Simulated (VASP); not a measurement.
Write the native input for VASP 6.6.1 that does the following.

```
Task                   : single point
Functional             : PBE
Potentials or basis    : VASP PAW PBE potentials, release 64 (Li_sv, Na_pv, Cl)
Cutoff                 : 520 eV
k mesh                 : 6 × 6 × 6
Occupations            : gaussian, width 0.01 eV
Spin                   : no spin polarisation
Dipole correction      : no
Further INCAR settings : ALGO = Normal; EDIFF = 1e-06; NBANDS = 20
```

The structure of NaLiCl2 lies in POSCAR:

```
NaLiCl2
1.0
    1.9312257712      1.1149937188      6.3779318622
   -1.9312257712      1.1149937188      6.3779318622
    0.0000000000     -2.2299874377      6.3779318622
Li Na Cl
1 1 2
Direct
    1.0000000000      0.0000000000      0.0000000000
    0.5000000000      0.5000000000      0.5000000000
    0.2572314964      0.2572314964      0.2572314964
    0.7427685036      0.7427685036      0.7427685036
```

This cell differs from its parent crystal: volume changed by +3%.

These files were run (other wordings do the same):

INCAR

```
  PREC = Accurate
  ENCUT = 520
  EDIFF = 1E-6
  ISMEAR = 0
  SIGMA = 0.01
  LREAL = F
  LASPH = T
  NELM = 100
  ALGO = Normal
  ISIF = 2
  LWAVE = F
  LCHARG = F
  GGA = PE
  NBANDS = 20
```

KPOINTS

```
Automatic mesh
0
Gamma
  6 6 6
```

Potentials or basis: VASP PAW PBE potentials, release 64 (Li_sv, Na_pv, Cl).

Launch:

```bash
$ cat potpaw_PBE.64/Li_sv/POTCAR potpaw_PBE.64/Na_pv/POTCAR potpaw_PBE.64/Cl/POTCAR > POTCAR
$ mpirun -np 1 vasp_std > vasp.out
```

It gave:

The largest force is 0.007 eV/Å and the band gap on the k mesh is 5.31 eV, direct.

It took 67 s on 1 thread of Intel(R) Xeon(R) 6975P-C (Granite Rapids) (shared host), peak memory 0.34 GiB.
